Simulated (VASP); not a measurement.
# CdSb2C (I-42d) in VASP: further runs, part 2 of 2

VASP 6.6.1. Earlier steps stand in the parts before.

### Step 3. Single point, r2SCAN

File POSCAR:

```
CdSb2C
1.0
   -3.0444077078      3.0444077078      5.1222655273
    3.0444077078     -3.0444077078      5.1222655273
    3.0444077078      3.0444077078     -5.1222655273
Cd Sb C
2 4 2
Direct
    0.0000000000      0.0000000000      0.0000000000
    0.7500000000      0.2500000000      0.5000000000
    0.3750000000      0.4513221463      0.5763221463
    0.2013221463      0.6250000000      0.0763221463
    0.8750000000      0.7986778537      0.4236778537
    0.5486778537      0.1250000000     -0.0763221463
    0.5000000000      0.5000000000      0.0000000000
    0.2500000000      0.7500000000      0.5000000000
```

File INCAR.step1:

```
ALGO = Normal
EDIFF = 1E-4
ENCUT = 520
GGA = PE
ISMEAR = -1
LASPH = T
LCHARG = F
LREAL = F
LWAVE = T
NBANDS = 36
NELM = 100
PREC = Accurate
SIGMA = 0.02
```

File INCAR.step2:

```
ALGO = Normal
EDIFF = 1E-6
ENCUT = 520
ISIF = 2
ISMEAR = -1
ISTART = 1
LASPH = T
LCHARG = T
LELF = T
LMIXTAU = T
LREAL = F
LVHAR = T
LWAVE = F
METAGGA = R2SCAN
NBANDS = 36
NELM = 100
PREC = Accurate
SIGMA = 0.02
```

File KPOINTS:

```
k-points
0
Gamma
  6 6 6
```

Potentials or basis: VASP PAW PBE potentials, release 64 (Cd, Sb, C).

Launch:

```
> cat potpaw_PBE.64/Cd/POTCAR potpaw_PBE.64/Sb/POTCAR potpaw_PBE.64/C/POTCAR > POTCAR
> cp INCAR.step1 INCAR
> mpirun -np 1 vasp_std > vasp.out
> cp INCAR.step2 INCAR
> mpirun -np 1 vasp_std > vasp.out
```

OUTCAR:

```text
EDIFF = 1E-6
   ENCUT = 520
   ISIF = 2
   ISMEAR = -1
   ISTART = 1
   LASPH = T
   LREAL = F
   METAGGA = R2SCAN
   NELM = 100
   PREC = Accurate

 ion  position               nearest neighbor table
   1  0.000  0.000  0.000-   3 2.81   6 2.81   5 2.81   4 2.81
   2  0.750  0.250  0.500-   4 2.81   5 2.81   6 2.81   3 2.81
   3  0.375  0.451  0.576-   7 2.25   8 2.25   1 2.81   2 2.81   6 3.66   4 3.66   4 3.66   6 3.66
                             5 3.71   5 3.71
   4  0.201  0.625  0.076-   7 2.25   8 2.25   2 2.81   1 2.81   5 3.66   3 3.66   3 3.66   5 3.66
                             6 3.71   6 3.71
[... 1157 lines left out ...]
  in kB        2.0030973      2.0030973      2.3463991      0.0000000      0.0000000      0.0000000
  external PRESSURE =       2.1175312 kB  Pullay stress =       0.0000000 kB

 VOLUME and BASIS-vectors are now :
 -----------------------------------------------------------------------------
  energy-cutoff  :      520.00
  volume of cell :      189.90
      direct lattice vectors                 reciprocal lattice vectors
    -3.044407708  3.044407708  5.122265527     0.000000000  0.164235558  0.097613058
     3.044407708 -3.044407708  5.122265527     0.164235558  0.000000000  0.097613058
     3.044407708  3.044407708 -5.122265527     0.164235558  0.164235558  0.000000000

 POSITION                                       TOTAL-FORCE (eV/Angst)
 -----------------------------------------------------------------------------------
      0.00000      0.00000      0.00000        -0.000000     -0.000000     -0.000000
     -0.00000      3.04441      2.56113        -0.000000      0.000000     -0.000000
      1.98692      1.52220      1.28057        -0.040658     -0.000000     -0.000000
      1.52220     -1.05749      3.84170        -0.000000     -0.040658     -0.000000
      1.05749      1.52220      6.40283         0.040658      0.000000      0.000000
      1.52220      4.10190     -1.28057         0.000000      0.040658      0.000000
      0.00000      0.00000      5.12227        -0.000000      0.000000      0.000000
      3.04441     -0.00000      2.56113         0.000000      0.000000      0.000000
 -----------------------------------------------------------------------------------
    total drift:                                0.000027      0.000027      0.000026

  FREE ENERGIE OF THE ION-ELECTRON SYSTEM (eV)
  ---------------------------------------------------
  free  energy   TOTEN  =      -157.4654261412 eV

  energy  without entropy=     -157.4653718605  energy(sigma->0) =     -157.46539900
```

OUTCAR.step1:

```text
EDIFF = 1E-4
   ENCUT = 520
   GGA = PE
   ISMEAR = -1
   LASPH = T
[... 1186 lines left out ...]
      1.05749      1.52220      6.40283        -0.010699      0.000000      0.000000
      1.52220      4.10190     -1.28057         0.000000     -0.010699      0.000000
      0.00000      0.00000      5.12227        -0.000000      0.000000      0.000000
      3.04441     -0.00000      2.56113         0.000000      0.000000     -0.000000
 -----------------------------------------------------------------------------------
    total drift:                               -0.000002     -0.000002     -0.000002

  FREE ENERGIE OF THE ION-ELECTRON SYSTEM (eV)
  ---------------------------------------------------
  free  energy   TOTEN  =       -30.8979388357 eV

  energy  without entropy=      -30.8978617550  energy(sigma->0) =      -30.89790030
```

It took 9.1 min on 1 thread of Intel Xeon Platinum 8488C (Sapphire Rapids), shared host; peak memory 0.49 GiB.

What came out:

```yaml
Free_energy: -157.4654 eV
Pressure: 0.2 GPa
Largest_force: 0.041 eV/Å
Band_gap_on_the_k_mesh: 0.16 eV, direct
```

Forces in eV/Å, atoms in the order of the input:
```
Cd   0.000  0.000  0.000
Cd   0.000  0.000  0.000
Sb  -0.041  0.000  0.000
Sb   0.000 -0.041  0.000
Sb   0.041  0.000  0.000
Sb   0.000  0.041  0.000
C    0.000  0.000  0.000
C    0.000  0.000  0.000
```

Caveat: the PAW data sets were made with another functional, which shifts forces and pressure a little; spin-orbit coupling is left out, which moves the levels of the heavy elements.

### Step 4. Relaxation of cell and atoms, r2SCAN

This run uses another cell than the first one, of 24.30 Å³/atom, 1.024 times its volume.

File POSCAR:

```
CdSb2C
1.0
   -3.0722058073      3.0722058073      5.1483789906
    3.0722058073     -3.0722058073      5.1483789906
    3.0722058073      3.0722058073     -5.1483789906
Cd Sb C
2 4 2
Direct
    0.0000000000      0.0000000000      0.0000000000
    0.7500000000      0.2500000000      0.5000000000
    0.3750000000      0.4524834669      0.5774834669
    0.2024834669      0.6250000000      0.0774834669
    0.8750000000      0.7975165331      0.4225165331
    0.5475165331      0.1250000000     -0.0774834669
    0.5000000000      0.5000000000      0.0000000000
    0.2500000000      0.7500000000      0.5000000000
```

File INCAR.step1:

```
SYSTEM = CdSb2C
PREC = Accurate
ENCUT = 660
ISMEAR = -1
SIGMA = 0.02
LREAL = .False.
LASPH = .True.
NELM = 120
GGA = PE
ALGO = Normal
EDIFF = 1E-5
LWAVE = .True.
LCHARG = .False.
GGA_COMPAT = .False.
IBRION = 2
ISIF = 3
EDIFFG = -0.005
NELMIN = 4
NSW = 100
KPAR = 4
```

File INCAR.step2:

```
SYSTEM = CdSb2C
PREC = Accurate
ENCUT = 660
EDIFF = 1E-7
ISMEAR = -1
SIGMA = 0.02
LREAL = .False.
LASPH = .True.
NELM = 120
ALGO = Normal
ISIF = 3
LWAVE = .False.
LCHARG = .False.
METAGGA = R2SCAN
LMIXTAU = .True.
IBRION = 2
NSW = 80
EDIFFG = -0.005
ISTART = 1
GGA_COMPAT = .False.
NELMIN = 4
KPAR = 4
```

File KPOINTS:

```
regular mesh
0
Gamma
  6 6 6
  0 0 0
```

Launch:

```
> cat potpaw_PBE.64/Cd/POTCAR potpaw_PBE.64/Sb/POTCAR potpaw_PBE.64/C/POTCAR > POTCAR
> cp INCAR.step1 INCAR
> mpirun -np 4 vasp_std > vasp.out
> cp INCAR.step2 INCAR
> mpirun -np 4 vasp_std > vasp.out
```

Wall time 25 min (4 MPI ranks of Intel Xeon 6975P-C (Granite Rapids), shared host); peak memory 0.67 GiB.

The run converged. Its results:

| Property | Result |
| --- | --- |
| Free energy | -157.4732 eV |
| Relaxed volume | 23.80 Å³/atom |
| Relaxed cell | a = 6.702 Å, b = 6.702 Å, c = 6.702 Å, α = 125.98°, β = 125.98°, γ = 79.92° |
| Space group after relaxing (to 0.05 Å) | I-42d (No. 122) |
| Energy gained by relaxing | 2.5 meV/atom |
| Ionic steps | 10 |
| Pressure after relaxing | 0.0 GPa |
| Band gap on the k mesh | 0.17 eV, direct |

Step by step:
| step | energy change (eV) | largest force (eV/Å) | pressure (GPa) | volume (Å³) |
| --- | --- | --- | --- | --- |
| 1 | 0.0000 | 0.0695 | -1.37 | 194.37 |
| 2 | -0.0152 | 0.0890 | 0.65 | 188.60 |
| 3 | -0.0184 | 0.0832 | 0.04 | 190.26 |
| 4 | -0.0194 | 0.0418 | 0.03 | 190.24 |
| 5 | -0.0198 | 0.0003 | 0.02 | 190.23 |
| 6 | -0.0198 | 0.0029 | 0.02 | 190.23 |
| 7 | -0.0198 | 0.0024 | -0.01 | 190.30 |
| 8 | -0.0199 | 0.0013 | -0.06 | 190.51 |
| 9 | -0.0200 | 0.0004 | -0.03 | 190.43 |
| 10 | -0.0200 | 0.0013 | -0.02 | 190.39 |

Final structure:
```yaml
crystal:
  lattice:
    - [-3.04380, 3.04380, 5.13749]
    - [3.04380, -3.04380, 5.13749]
    - [3.04380, 3.04380, -5.13749]
  atoms:
    - { symbol: Cd, position: [0.00000, 0.00000, 0.00000] }
    - { symbol: Cd, position: [0.75000, 0.25000, 0.50000] }
    - { symbol: Sb, position: [0.37500, 0.45074, 0.57574] }
    - { symbol: Sb, position: [0.20074, 0.62500, 0.07574] }
    - { symbol: Sb, position: [0.87500, 0.79926, 0.42426] }
    - { symbol: Sb, position: [0.54926, 0.12500, 0.92426] }
    - { symbol: C, position: [0.50000, 0.50000, 0.00000] }
    - { symbol: C, position: [0.25000, 0.75000, 0.50000] }
```

Levels at points of the mesh, in eV from the valence-band top:
```csv
k point,band 24,band 25,band 26,band 27,band 28,band 29
"(0.00, 0.00, 0.00)",-0.42,-0.42,0.00,0.17,0.63,0.68
"(0.50, 0.00, 0.00)",-1.81,-0.82,-0.34,1.55,1.56,2.37
"(0.50, 0.50, 0.00)",-1.43,-0.64,-0.64,0.69,0.69,2.17
"(0.50, 0.50, 0.50)",-2.39,-0.53,-0.53,0.79,0.79,2.14
```

Caveat: the PAW data sets were made with another functional, which shifts forces and pressure a little; spin-orbit coupling is left out, which moves the levels of the heavy elements.

### Step 5. Summary

| task | level | spin | cell | cutoff (eV) | gap on the mesh (eV) | pressure (GPa) |
| --- | --- | --- | --- | --- | --- | --- |
| single point | PBE | non-collinear, zero start, SOC | a = 6.691 Å, angles 125.9, 125.9, 80.1°, 8 atoms | 600 | - | 1.6 |
| single point | r2SCAN | off | a = 6.691 Å, angles 125.9, 125.9, 80.1°, 8 atoms | 520 | 0.16 | 0.2 |
| relaxation of cell and atoms | r2SCAN | off | relaxed from a = 6.737 Å, angles 125.7, 125.7, 80.3°, 8 atoms | 660 | 0.17 | 0.0 |

Alike in all rows: potentials or basis VASP PAW PBE potentials, release 64 (Cd, Sb, C); k mesh 6 × 6 × 6; smearing fermi-dirac 0.02 eV.

Caveats: the PAW data sets were made with another functional, which shifts forces and pressure a little (some runs); spin-orbit coupling is left out, which moves the levels of the heavy elements (some runs).

Absolute energies hang on the potentials; compare differences alone.
